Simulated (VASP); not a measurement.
Wanted: the native input for a VASP 6.6.1 run.

```
Task                   : relaxation of cell and atoms
Functional             : PBE
Potentials or basis    : VASP PAW PBE potentials, release 64 (Tb_3, Si, F), 4f in core
Cutoff                 : 600 eV
k mesh                 : 6 × 6 × 10
Occupations            : gaussian, width 0.1 eV
Spin                   : no spin polarisation
Dipole correction      : no
Further INCAR settings : ALGO = Normal; EDIFF = 1e-07; IBRION = 2; EDIFFG = -0.01; NSW = 100; ISIF = 3
```

The structure of Tb3Si2F lies in POSCAR:

```
Tb3Si2F
1.0
    7.4501957212      0.0000000000      0.0000000000
   -3.7250978606      6.4520587578      0.0000000000
    0.0000000000      0.0000000000      3.7945526411
Tb Si F
3 2 1
Direct
    0.5000000000      0.0000000000      0.5000000000
    0.0000000000      0.5000000000      0.5000000000
    0.5000000000      0.5000000000      0.5000000000
    0.6666666667      0.3333333333      0.0000000000
    0.3333333333      0.6666666667      0.0000000000
    0.0000000000      0.0000000000      0.0000000000
```

The cell was generated, and may not be a known phase.

These files were run (other wordings do the same):

INCAR

```
SYSTEM = Tb3Si2F
PREC     = Accurate       ! precision mode
ENCUT    = 600            ! plane-wave cutoff, eV
EDIFF    = 1E-7           ! SCF threshold, eV
ISMEAR   = 0              ! smearing method
SIGMA    = 0.1            ! smearing width, eV
LREAL    = .FALSE.        ! projectors in reciprocal space
LASPH    = .TRUE.         ! aspherical terms in the spheres
NELM     = 200            ! most SCF steps
ALGO     = Normal         ! electronic algorithm
ISIF     = 3              ! what is computed and relaxed
LWAVE    = .FALSE.        ! write WAVECAR
LCHARG   = .FALSE.        ! write CHGCAR
GGA      = PE             ! functional
IBRION   = 2              ! ionic algorithm
NSW      = 100            ! ionic steps
EDIFFG   = -0.01          ! ionic threshold
GGA_COMPAT= .FALSE.      
NELMIN   = 4            
LMAXMIX  = 6              ! l up to which the mixer works
```

KPOINTS

```
regular mesh
0
G
  6 6 10
  0 0 0
```

Potentials or basis: VASP PAW PBE potentials, release 64 (Tb_3, Si, F), 4f in core.

Run with:

```sh
$ cat potpaw_PBE.64/Tb_3/POTCAR potpaw_PBE.64/Si/POTCAR potpaw_PBE.64/F/POTCAR > POTCAR
$ mpirun -np 1 vasp_std > vasp.out
```

It gave:

```
Relaxed volume                        : 30.48 Å³/atom
Relaxed cell                          : a = 7.472 Å, b = 7.472 Å, c = 3.782 Å, α = 90.00°, β = 90.00°, γ = 120.00°
Space group after relaxing (to 0.1 Å) : P6/mmm (No. 191)
Energy gained by relaxing             : 0.2 meV/atom
Ionic steps                           : 3
Pressure after relaxing               : 0.0 GPa
Band gap on the k mesh                : zero (bands 21 and 22 overlap by 0.03 eV)
```

Caveat: spin-orbit coupling is left out, which moves the levels of the heavy elements; the 4f electrons are frozen in the core, so they carry no moment and show no levels; the run has no spin polarisation, though such a crystal can be magnetic.

Run time: 11 min on 1 thread of Intel(R) Xeon(R) Platinum 8259CL CPU @ 2.50GHz (Skylake/Cascade Lake), on a shared host, peak memory 0.48 GiB.
